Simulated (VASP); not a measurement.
Write the native input for VASP 6.6.1 that does the following.

```yaml
Task: single point
Functional: PBE
Dispersion: D3(BJ)
Potentials_or_basis: VASP PAW PBE potentials, release 64 (Ti_sv, C, F, H)
Cutoff: 520 eV
k_mesh: 3 × 3 × 1
Occupations: gaussian, width 0.1 eV
Spin: no spin polarisation
Dipole_correction: yes
Further_INCAR_settings: LREAL = Auto; ALGO = Normal; EDIFF = 1e-06; NBANDS = 155
```

The structure of Ti16HC16F lies in POSCAR:

```
Ti16HC16F
1.0
    6.0686302234      0.0000000000      0.0000000000
    0.0000000000      6.0686302234      0.0000000000
    0.0000000000      0.0000000000     25.3668543752
Ti C F H
16 16 1 1
Direct
    0.2500000000      0.2500000000      0.3153721735
    0.2500000000      0.7500000000      0.3153721735
    0.7500000000      0.2500000000      0.3153721735
    0.7500000000      0.7500000000      0.3153721735
    0.5000000000      0.5000000000      0.3999543909
    0.5000000000      0.0000000000      0.3999543909
    0.0000000000      0.5000000000      0.3999543909
    0.0000000000      0.0000000000      0.3999543909
    0.7504839053      0.7504487036      0.4837873145
    0.7506845191      0.2493154809      0.4839756834
    0.2496020952      0.7503979048      0.4836011045
    0.2495512964      0.2495160947      0.4837873145
    0.0019109884     -0.0019109884      0.5681534104
    0.0003933325      0.5009944294      0.5660457247
    0.4990055706     -0.0003933325      0.5660457247
    0.4994749297      0.5005250703      0.5659884203
    0.5000000000      0.5000000000      0.3153721735
    0.5000000000      0.0000000000      0.3153721735
    0.0000000000      0.5000000000      0.3153721735
    0.0000000000      0.0000000000      0.3153721735
    0.7500000000      0.7500000000      0.3999543909
    0.7500000000      0.2500000000      0.3999543909
    0.2500000000      0.7500000000      0.3999543909
    0.2500000000      0.2500000000      0.3999543909
   -0.0000212043      0.0000212043      0.4845616708
   -0.0000936630      0.4998078304      0.4844137922
    0.5001921696      0.0000936630      0.4844137922
    0.5001066452      0.4998933548      0.4842276673
    0.2511564759      0.2506305719      0.5703891839
    0.2500442305      0.7499557695      0.5710320644
    0.7479804497      0.2520195503      0.5717486643
    0.7493694281      0.7488435241      0.5703891839
   -0.0779965876      0.0779965876      0.6589854073
   -0.1720456114      0.1720456114      0.6359860474
```

One way to write it, as run:

INCAR

```
SYSTEM = Ti16HC16F
PREC     = Accurate       ! precision mode
ENCUT    = 520            ! plane-wave cutoff, eV
EDIFF    = 1E-6           ! SCF threshold, eV
ISMEAR   = 0              ! smearing method
SIGMA    = 0.1            ! smearing width, eV
LREAL    = Auto         
LASPH    = .TRUE.         ! aspherical terms in the spheres
NELM     = 80             ! most SCF steps
ALGO     = Normal         ! electronic algorithm
ISIF     = 2              ! what is computed and relaxed
LWAVE    = .FALSE.        ! write WAVECAR
LCHARG   = .FALSE.        ! write CHGCAR
LDIPOL   = .TRUE.       
IDIPOL   = 3            
DIPOL    = 0.5 0.5 0.454
GGA      = PE             ! functional
IVDW     = 12             ! dispersion correction
NBANDS   = 155            ! bands
```

KPOINTS

```
Automatic mesh
0
G
  3 3 1
  0 0 0
```

Potentials or basis: VASP PAW PBE potentials, release 64 (Ti_sv, C, F, H).

Run with:

```sh
$ cat potpaw_PBE.64/Ti_sv/POTCAR potpaw_PBE.64/C/POTCAR potpaw_PBE.64/F/POTCAR potpaw_PBE.64/H/POTCAR > POTCAR
$ mpirun -np 1 vasp_std > vasp.out
```

It gave:

- Largest force: 1.494 eV/Å
- Band gap on the k mesh: zero (bands 132 and 133 overlap by 0.13 eV)
- Dispersion energy per atom: -0.325 eV

Wall time 34 min on 1 thread of Intel(R) Xeon(R) Platinum 8259CL CPU @ 2.50GHz (Skylake/Cascade Lake), on a shared host, peak memory 1.1 GiB.
